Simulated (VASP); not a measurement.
Runs of VASP 6.6.1 on Bi. The structure is that of space group I4/mmm (No. 139), or close to it. The cells are those of the table. 

```tsv
cell	further INCAR settings	gap on the mesh (eV)	pressure (GPa)
a = 3.404 Å, angles 112.9, 100.6, 115.3°, 1 atom	ALGO = Fast; EDIFF = 1e-06; NBANDS = 14	none	0.8
a = 3.395 Å, angles 108.1, 108.1, 112.3°, 1 atom	ALGO = Fast; EDIFF = 1e-06; NBANDS = 14	none	0.1
a = 3.423 Å, angles 124.4, 100.7, 104.5°, 1 atom	ALGO = Fast; EDIFF = 1e-06; NBANDS = 14	none	(b)
a = 3.401 Å, angles 114.2, 102.0, 112.5°, 1 atom	ALGO = Fast; EDIFF = 1e-07; NBANDS = 14	none	0.5
a = 3.404 Å, angles 118.4, 106.5, 104.0°, 1 atom	ALGO = Fast; EDIFF = 1e-07; NBANDS = 14	none	(a)
a = 3.398 Å, angles 112.4, 112.4, 103.8°, 1 atom	ALGO = Fast; EDIFF = 1e-06; NBANDS = 14	none	0.3
a = 3.401 Å, angles 117.0, 104.9, 106.8°, 1 atom	ALGO = Fast; EDIFF = 1e-07; NBANDS = 14	none	0.8
a = 3.395 Å, angles 110.9, 110.9, 106.6°, 1 atom	ALGO = Fast; EDIFF = 1e-07; NBANDS = 14	none	0.1
a = 3.423 Å, angles 119.1, 94.6, 115.7°, 1 atom	ALGO = Fast; EDIFF = 1e-06; NBANDS = 14	none	2.0
a = 3.396 Å, angles 111.6, 111.6, 105.2°, 1 atom	ALGO = Fast; EDIFF = 1e-07; NBANDS = 14	none	0.2
a = 3.412 Å, angles 121.4, 103.6, 104.2°, 1 atom	ALGO = Fast; EDIFF = 1e-06; NBANDS = 14	none	2.3
a = 3.396 Å, angles 107.4, 107.4, 113.7°, 1 atom	ALGO = Fast; EDIFF = 1e-06; NBANDS = 14	none	0.3
```

Alike in all rows: task single point; level PBE+D3(BJ); potentials or basis VASP PAW PBE potentials, release 64 (Bi_d); no spin polarisation; k mesh 16 × 16 × 16; cutoff (eV) 520; smearing gaussian 0.15 eV.

Estimate the missing entries.

(a) 1.2; (b) 4.1.

Caveats: spin-orbit coupling is left out, which moves the levels of the heavy elements; pairwise dispersion overbinds metals, which lowers pressure and volume.

A k mesh can miss the band edges, and the runs leave out spin-orbit coupling on Bi.

A gap of «none» marks levels without a gap at the run's occupations.
